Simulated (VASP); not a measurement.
# MgS (F-43m) in VASP: notebook

Runs on MgS. Level: PBE. Tasks: single point.

Program: VASP 6.6.1. These are calculated values, not measurements. Logs are shortened: lines on timing, memory, paths and dates and some standing lists are left out, and cuts for length are marked.

### 1 The cell of the first run

The structure is cubic, space group F-43m (No. 216). Conventional cell: a = 5.662 Å, b = 5.662 Å, c = 5.662 Å, α = 90.00°, β = 90.00°, γ = 90.00°. Mg (site symmetry -43m) has 4 S at 2.45 Å within 3.2 Å. Within 3.2 Å of S (site symmetry -43m) lie 4 Mg at 2.45 Å.

### 2 Single point, PBE

INCAR

```
SYSTEM = MgS
PREC = Accurate
ENCUT = 600
EDIFF = 1E-6
ISMEAR = 1
SIGMA = 0.001
LREAL = .False.
LASPH = .True.
NELM = 120
ALGO = Normal
ISIF = 2
LWAVE = .False.
LCHARG = .False.
GGA = PE
NBANDS = 11
GGA_COMPAT = .False.
```

KPOINTS

```
regular mesh
0
Gamma
  6 6 6
  0 0 0
```

POSCAR

```
MgS
1.0
    0.0000000000      2.8308747668      2.8308747668
    2.8308747668      0.0000000000      2.8308747668
    2.8308747668      2.8308747668      0.0000000000
Mg S
1 1
Direct
    0.0000000000      0.0000000000      0.0000000000
    0.7500000000      0.7500000000      0.7500000000
```

Potentials or basis: VASP PAW PBE potentials, release 64 (Mg, S).

Launch:

```bash
$ cat potpaw_PBE.64/Mg/POTCAR potpaw_PBE.64/S/POTCAR > POTCAR
$ mpirun -np 1 vasp_std > vasp.out
```

OUTCAR:

```text
SYSTEM = MgS
   PREC = Accurate
   ENCUT = 600
   EDIFF = 1E-6
   ISMEAR = 1
   LREAL = .False.
   LASPH = .True.
   NELM = 120
   ISIF = 2
   GGA = PE

 ion  position               nearest neighbor table
   1  0.000  0.000  0.000-   2 2.45   2 2.45   2 2.45   2 2.45
   2  0.750  0.750  0.750-   1 2.45   1 2.45   1 2.45   1 2.45

  LATTYP: Found a face centered cubic cell.
 ALAT       =     5.6617495336

  Lattice vectors:

 A1 = (   0.0000000000,   2.8308747668,   2.8308747668)
 A2 = (   2.8308747668,   0.0000000000,   2.8308747668)
 A3 = (   2.8308747668,   2.8308747668,   0.0000000000)

Analysis of symmetry for initial positions (statically):
=====================================================================
 Subroutine PRICEL returns:
 Original cell was already a primitive cell.

 Routine SETGRP: Setting up the symmetry group for a
 face centered cubic supercell.

 Subroutine GETGRP returns: Found 24 space group operations
 (whereof 24 operations were pure point group operations)
 out of a pool of 48 trial point group operations.

The static configuration has the point symmetry T_d .

Analysis of symmetry for dynamics (positions and initial velocities):
=====================================================================
 Subroutine PRICEL returns:
 Original cell was already a primitive cell.

 Routine SETGRP: Setting up the symmetry group for a
 face centered cubic supercell.

 Subroutine GETGRP returns: Found 24 space group operations
 (whereof 24 operations were pure point group operations)
 out of a pool of 48 trial point group operations.

The dynamic configuration has the point symmetry T_d .

 Subroutine INISYM returns: Found 24 space group operations
 (whereof 24 operations are pure point group operations),
 and found     1 'primitive' translations

----------------------------------------------------------------------------------------

                                     Primitive cell

  volume of cell :      45.3724

  direct lattice vectors                    reciprocal lattice vectors
     0.000000000  2.830874767  2.830874767    -0.176623850  0.176623850  0.176623850
     2.830874767  0.000000000  2.830874767     0.176623850 -0.176623850  0.176623850
     2.830874767  2.830874767  0.000000000     0.176623850  0.176623850 -0.176623850

  length of vectors
     4.003461489  4.003461489  4.003461489     0.305921482  0.305921482  0.305921482

  position of ions in fractional coordinates (direct lattice)
     0.000000000  0.000000000  0.000000000
     0.750000000  0.750000000  0.750000000

  ion indices of the primitive-cell ions
   primitive index   ion index
                 1           1
                 2           2

----------------------------------------------------------------------------------------

 KPOINTS: regular mesh

Automatic generation of k-mesh.
 Grid dimensions read from file:
 generate k-points for:    6    6    6

 Generating k-lattice:

  Cartesian coordinates                     Fractional coordinates (reciprocal lattice)
    -0.029437308  0.029437308  0.029437308     0.166666667  0.000000000  0.000000000
     0.029437308 -0.029437308  0.029437308     0.000000000  0.166666667  0.000000000
     0.029437308  0.029437308 -0.029437308     0.000000000  0.000000000  0.166666667

  Length of vectors
     0.050986914  0.050986914  0.050986914

  Shift w.r.t. Gamma in fractional coordinates (k-lattice)
     0.000000000  0.000000000  0.000000000

 Subroutine IBZKPT returns following result:
 ===========================================

 Found     16 irreducible k-points:

 Following reciprocal coordinates:
            Coordinates               Weight
  0.000000  0.000000  0.000000      1.000000
  0.166667  0.000000  0.000000      8.000000
  0.333333  0.000000  0.000000      8.000000
  0.500000  0.000000  0.000000      4.000000
  0.166667  0.166667  0.000000      6.000000
  0.333333  0.166667  0.000000     24.000000
[... 8 lines left out ...]
 -0.333333  0.333333  0.166667     24.000000
 -0.333333  0.500000  0.166667     12.000000
   k-points           NKPTS =     16   k-points in BZ     NKDIM =     16   number of bands    NBANDS=     11
   number of dos      NEDOS =    301   number of ions     NIONS =      2
   total plane-waves  NPLWV =  32768
   dimension x,y,z NGX =    32 NGY =   32 NGZ =   32
   dimension x,y,z NGXF=    64 NGYF=   64 NGZF=   64
   ions per type =               1   1
   NGX,Y,Z   is equivalent  to a cutoff of  13.29, 13.29, 13.29 a.u.
   NGXF,Y,Z  is equivalent  to a cutoff of  26.58, 26.58, 26.58 a.u.
 SYSTEM =  MgS
   PREC   = accura    normal or accurate (medium, high low for compatibility)
   ISTART =      0    job   : 0-new  1-cont  2-samecut
   ICHARG =      2    charge: 1-file 2-atom 10-const
   ISPIN  =      1    spin polarized calculation?
   LNONCOLLINEAR =      F non collinear calculations
   LSORBIT =      F    spin-orbit coupling
   LASPH  =      T    aspherical Exc in radial PAW
   ENCUT  =  600.0 eV  44.10 Ry    6.64 a.u.   8.00  8.00  8.00*2*pi/ulx,y,z
   NELM   =    120;   NELMIN=  2; NELMDL= -5     # of ELM steps
   EDIFF  = 0.1E-05   stopping-criterion for ELM
   LREAL  =      F    real-space projection
   EDIFFG = 0.1E-04   stopping-criterion for IOM
   NSW    =      0    number of steps for IOM
   IBRION =     -1    ionic relax: 0-MD 1-quasi-New 2-CG
   NFREE  =      0    steps in history (QN), initial steepest desc. (CG)
   ISIF   =      2    stress and relaxation
   ISYM   =      2    0-nonsym 1-usesym 2-fastsym
   POTIM  = 0.5000    time-step for ionic-motion
   TEBEG  =    0.0;   TEEND  =   0.0 temperature during run
   PSTRESS=    0.0 pullay stress
   NELECT =       8.0000    total number of electrons
   NUPDOWN=      -1.0000    fix difference up-down
   EMIN   =  10.00;   EMAX   =-10.00  energy-range for DOS
   EFERMI =   0.00;   METHOD = LEGACY
   ISMEAR =     1;   SIGMA  =   0.00  broadening in eV -4-tet -1-fermi 0-gaus
   EFERMI_NEDOS =   21; number of points for ismear=-14 and -15
   IALGO  =     38    algorithm
   IMIX   =      4    mixing-type and parameters
     AMIX     =   0.40;   BMIX     =  1.00
     AMIX_MAG =   1.60;   BMIX_MAG =  1.00
  volume/ion in A,a.u.               =      22.69       153.09
  Fermi-wavevector in a.u.,A,eV,Ry     =   0.917996  1.734761 11.465859  0.842717
  Thomas-Fermi vector in A             =   2.043028
   LORBIT       =      0    0 simple, 1 ext, 2 COOP (PROOUT), +10 PAW based schemes
   GGA     = PE    functional components
   LHFCALC =     F    Hartree Fock is set to
   AEXX    =    0.0000 exact exchange contribution
   IVDW    =     0    specifies the selected vdW correction
   LEPSILON=     F    determine dielectric tensor
   LRPA    =     F    only Hartree local field effects (RPA)
 non-spin polarized calculation
 Methfessel and Paxton  Order N= 1 SIGMA  =   0.00
  energy-cutoff  :      600.00
  volume of cell :       45.37
 maximum number of plane-waves:      1527
   NGX = 15   NGY = 15   NGZ = 15

 number of electron       8.0000000 magnetization

 Free energy of the ion-electron system (eV)
  ---------------------------------------------------
  ext. energy  EPLUGINS =         0.00000000
  ---------------------------------------------------
  free energy    TOTEN  =        -8.47054273 eV

  energy without entropy =       -8.47054273  energy(sigma->0) =       -8.47054273

 E-fermi :   1.1183     XC(G=0):  -8.3899

 val. band max:        1.0636088449   @ k =   0.0000   0.0000   0.0000
 cond. band min:       4.5218056162   @ k =   0.0000   0.0000   0.0000
 fundamental gap:      3.4581967713
 Fermi energy:         1.1182716302

 k-point     1 :       0.0000    0.0000    0.0000
  band No.  band energies     occupation
      1     -10.2034      2.00000
      2       1.0636      2.00000
      3       1.0636      2.00000
      4       1.0636      2.00000
      5       4.5218      0.00000
      6       9.0134      0.00000
      7       9.0134      0.00000
      8       9.0134      0.00000
      9      11.8945      0.00000
     10      11.8945      0.00000
     11      14.7872      0.00000

 k-point     2 :       0.1667    0.0000    0.0000
  band No.  band energies     occupation
      1     -10.0523      2.00000
      2      -0.0030      2.00000
      3       0.9742      2.00000
      4       0.9742      2.00000
      5       5.5216      0.00000
      6       8.7615      0.00000
      7       9.2657      0.00000
      8       9.2657      0.00000
      9      11.3068      0.00000
     10      11.3068      0.00000
     11      13.8465      0.00000

 k-point     3 :       0.3333    0.0000    0.0000
  band No.  band energies     occupation
      1      -9.7147      2.00000
      2      -1.4540      2.00000
      3       0.8117      2.00000
      4       0.8117      2.00000
      5       6.2056      0.00000
      6       8.9897      0.00000
      7       8.9897      0.00000
      8       9.2343      0.00000
      9      12.2617      0.00000
     10      12.2617      0.00000
     11      13.1884      0.00000

 k-point     4 :       0.5000    0.0000    0.0000
  band No.  band energies     occupation
      1      -9.5229      2.00000
      2      -2.0623      2.00000
      3       0.7373      2.00000
      4       0.7373      2.00000
      5       6.1789      0.00000
      6       8.7019      0.00000
      7       8.7019      0.00000
      8       9.6702      0.00000
      9      13.9502      0.00000
     10      14.2364      0.00000
     11      14.2364      0.00000
[... 127 lines left out ...]
 k-point    14 :       0.5000    0.3333    0.1667
  band No.  band energies     occupation
      1      -9.4844      2.00000
      2      -1.3746      2.00000
      3      -0.2450      2.00000
      4       0.3727      2.00000
      5       6.7566      0.00000
      6       8.1258      0.00000
      7       8.5854      0.00000
      8      10.8807      0.00000
      9      11.7389      0.00000
     10      14.6049      0.00000
     11      15.3889      0.00000

 k-point    15 :      -0.3333    0.3333    0.1667
  band No.  band energies     occupation
      1      -9.3544      2.00000
      2      -1.4771      2.00000
      3      -0.5966      2.00000
      4       0.1717      2.00000
      5       6.8342      0.00000
      6       8.0964      0.00000
      7       9.4875      0.00000
      8      10.3658      0.00000
      9      12.2786      0.00000
     10      14.1201      0.00000
     11      15.3200      0.00000

 k-point    16 :      -0.3333    0.5000    0.1667
  band No.  band energies     occupation
      1      -9.2965      2.00000
      2      -1.4402      2.00000
      3      -0.4895      2.00000
      4      -0.1918      2.00000
      5       6.0450      0.00000
      6       7.9083      0.00000
      7      10.4577      0.00000
      8      10.4673      0.00000
      9      13.5920      0.00000
     10      14.9107      0.00000
     11      14.9233      0.00000

------------------------ aborting loop because EDIFF is reached ----------------------------------------

  FORCE on cell =-STRESS in cart. coord.  units (eV):
  Direction    XX          YY          ZZ          XY          YZ          ZX
  --------------------------------------------------------------------------------------
  -------------------------------------------------------------------------------------
  Total        0.2710350      0.2710350      0.2710350      0.0000000      0.0000000     -0.0000000
  in kB        9.5707055      9.5707055      9.5707055      0.0000000      0.0000000     -0.0000000
  external PRESSURE =       9.5707055 kB  Pullay stress =       0.0000000 kB

 VOLUME and BASIS-vectors are now :
 -----------------------------------------------------------------------------
  energy-cutoff  :      600.00
  volume of cell :       45.37
      direct lattice vectors                 reciprocal lattice vectors
     0.000000000  2.830874767  2.830874767    -0.176623850  0.176623850  0.176623850
     2.830874767  0.000000000  2.830874767     0.176623850 -0.176623850  0.176623850
     2.830874767  2.830874767  0.000000000     0.176623850  0.176623850 -0.176623850

 POSITION                                       TOTAL-FORCE (eV/Angst)
 -----------------------------------------------------------------------------------
      0.00000      0.00000      0.00000        -0.000000     -0.000000     -0.000000
      4.24631      4.24631      4.24631         0.000000      0.000000      0.000000
 -----------------------------------------------------------------------------------
    total drift:                               -0.000000     -0.000000     -0.000000

  FREE ENERGIE OF THE ION-ELECTRON SYSTEM (eV)
  ---------------------------------------------------
  free  energy   TOTEN  =        -8.4705427340 eV

  energy  without entropy=       -8.4705427340  energy(sigma->0) =       -8.47054273
```

It used 8.3 s of CPU time on 1 thread of Intel Xeon 6975P-C, with other jobs on the host.

Results:

- Free energy: -8.4705 eV
- Pressure: 1.0 GPa
- Band gap on the k mesh: 3.46 eV, direct

Levels at points of the mesh, in eV from the valence-band top:
| k point | band 1 | band 2 | band 3 | band 4 | band 5 | band 6 | band 7 | band 8 |
| --- | --- | --- | --- | --- | --- | --- | --- | --- |
| (0.00, 0.00, 0.00) | -11.27 | 0.00 | 0.00 | 0.00 | 3.46 | 7.95 | 7.95 | 7.95 |
| (0.50, 0.00, 0.00) | -10.59 | -3.13 | -0.33 | -0.33 | 5.12 | 7.64 | 7.64 | 8.61 |
| (0.50, 0.50, 0.00) | -10.37 | -2.81 | -1.03 | -1.03 | 3.88 | 5.65 | 11.16 | 12.30 |

A k mesh can miss the band edges. PBE gaps usually lie below the measured ones, often by a third to a half.

### 3 Single point, PBE

INCAR

```
SYSTEM = MgS
PREC = Accurate
ENCUT = 600
EDIFF = 1E-6
ISMEAR = 0
SIGMA = 0.05
LREAL = .False.
LASPH = .True.
NELM = 120
ALGO = Normal
ISIF = 2
LWAVE = .False.
LCHARG = .True.
GGA = PE
LELF = .True.
LVHAR = .True.
NBANDS = 11
GGA_COMPAT = .False.
```

KPOINTS

```
Automatic mesh
0
Gamma
  6 6 6
  0 0 0
```

POSCAR is that of step 2.

Potentials or basis: VASP PAW PBE potentials, release 64 (Mg, S).

Launch:

```bash
$ cat potpaw_PBE.64/Mg/POTCAR potpaw_PBE.64/S/POTCAR > POTCAR
$ mpirun -np 1 vasp_std > vasp.out
```

OUTCAR:

```text
SYSTEM = MgS
   PREC = Accurate
   ENCUT = 600
   EDIFF = 1E-6
   ISMEAR = 0
   LREAL = .False.
   LASPH = .True.
   NELM = 120
   ISIF = 2
   GGA = PE

 ion  position               nearest neighbor table
   1  0.000  0.000  0.000-   2 2.45   2 2.45   2 2.45   2 2.45
   2  0.750  0.750  0.750-   1 2.45   1 2.45   1 2.45   1 2.45

  LATTYP: Found a face centered cubic cell.
 ALAT       =     5.6617495336

  Lattice vectors:

 A1 = (   0.0000000000,   2.8308747668,   2.8308747668)
[... 398 lines left out ...]

------------------------ aborting loop because EDIFF is reached ----------------------------------------

  FORCE on cell =-STRESS in cart. coord.  units (eV):
  Direction    XX          YY          ZZ          XY          YZ          ZX
  --------------------------------------------------------------------------------------
  -------------------------------------------------------------------------------------
  Total        0.2710350      0.2710350      0.2710350     -0.0000000      0.0000000     -0.0000000
  in kB        9.5707056      9.5707056      9.5707056     -0.0000000      0.0000000     -0.0000000
  external PRESSURE =       9.5707056 kB  Pullay stress =       0.0000000 kB

 VOLUME and BASIS-vectors are now :
 -----------------------------------------------------------------------------
  energy-cutoff  :      600.00
  volume of cell :       45.37
      direct lattice vectors                 reciprocal lattice vectors
     0.000000000  2.830874767  2.830874767    -0.176623850  0.176623850  0.176623850
     2.830874767  0.000000000  2.830874767     0.176623850 -0.176623850  0.176623850
     2.830874767  2.830874767  0.000000000     0.176623850  0.176623850 -0.176623850

 POSITION                                       TOTAL-FORCE (eV/Angst)
 -----------------------------------------------------------------------------------
      0.00000      0.00000      0.00000         0.000000      0.000000      0.000000
      4.24631      4.24631      4.24631        -0.000000     -0.000000     -0.000000
 -----------------------------------------------------------------------------------
    total drift:                               -0.000000     -0.000000     -0.000000

  FREE ENERGIE OF THE ION-ELECTRON SYSTEM (eV)
  ---------------------------------------------------
  free  energy   TOTEN  =        -8.4705427340 eV

  energy  without entropy=       -8.4705427340  energy(sigma->0) =       -8.47054273
```

OSZICAR:

```text
N       E                     dE             d eps       ncg     rms          rms(c)
DAV:   1     0.272865553739E+02    0.27287E+02   -0.36067E+03   360   0.640E+02
DAV:   2    -0.681546536629E+01   -0.34102E+02   -0.32775E+02   437   0.110E+02
DAV:   3    -0.897184345043E+01   -0.21564E+01   -0.21529E+01   446   0.282E+01
DAV:   4    -0.898814830003E+01   -0.16305E-01   -0.16303E-01   428   0.287E+00
DAV:   5    -0.898836378386E+01   -0.21548E-03   -0.21548E-03   433   0.330E-01    0.404E+00
DAV:   6    -0.849814476088E+01    0.49022E+00   -0.12287E+00   379   0.412E+00    0.310E+00
DAV:   7    -0.846354145565E+01    0.34603E-01   -0.26960E-01   409   0.212E+00    0.242E+00
DAV:   8    -0.847117160970E+01   -0.76302E-02   -0.23167E-02   394   0.924E-01    0.135E+00
DAV:   9    -0.847032691312E+01    0.84470E-03   -0.23114E-03   382   0.240E-01    0.437E-01
DAV:  10    -0.847053628868E+01   -0.20938E-03   -0.65601E-04   400   0.120E-01    0.905E-02
DAV:  11    -0.847054124685E+01   -0.49582E-05   -0.53905E-05   424   0.299E-02    0.536E-02
DAV:  12    -0.847054274555E+01   -0.14987E-05   -0.67913E-06   400   0.129E-02    0.624E-03
DAV:  13    -0.847054273396E+01    0.11581E-07   -0.28333E-07   322   0.274E-03
   1 F= -.84705427E+01 E0= -.84705427E+01  d E =-.699987E-13
```

Wall time 12 s (1 thread of Intel Xeon 6975P-C, shared host); peak memory 0.17 GiB.

Results:

```
Free energy            : -8.4705 eV
Pressure               : 1.0 GPa
Band gap on the k mesh : 3.46 eV, direct
```

Levels at points of the mesh, in eV from the valence-band top:
| k point | band 1 | band 2 | band 3 | band 4 | band 5 | band 6 | band 7 | band 8 | band 9 |
| --- | --- | --- | --- | --- | --- | --- | --- | --- | --- |
| (0.00, 0.00, 0.00) | -11.27 | 0.00 | 0.00 | 0.00 | 3.46 | 7.95 | 7.95 | 7.95 | 10.83 |
| (0.50, 0.00, 0.00) | -10.59 | -3.13 | -0.33 | -0.33 | 5.12 | 7.64 | 7.64 | 8.61 | 12.89 |
| (0.50, 0.50, 0.00) | -10.37 | -2.81 | -1.03 | -1.03 | 3.88 | 5.65 | 11.16 | 12.30 | 12.30 |

A k mesh can miss the band edges. A hybrid or GW would open this gap; PBE tends to underestimate it.
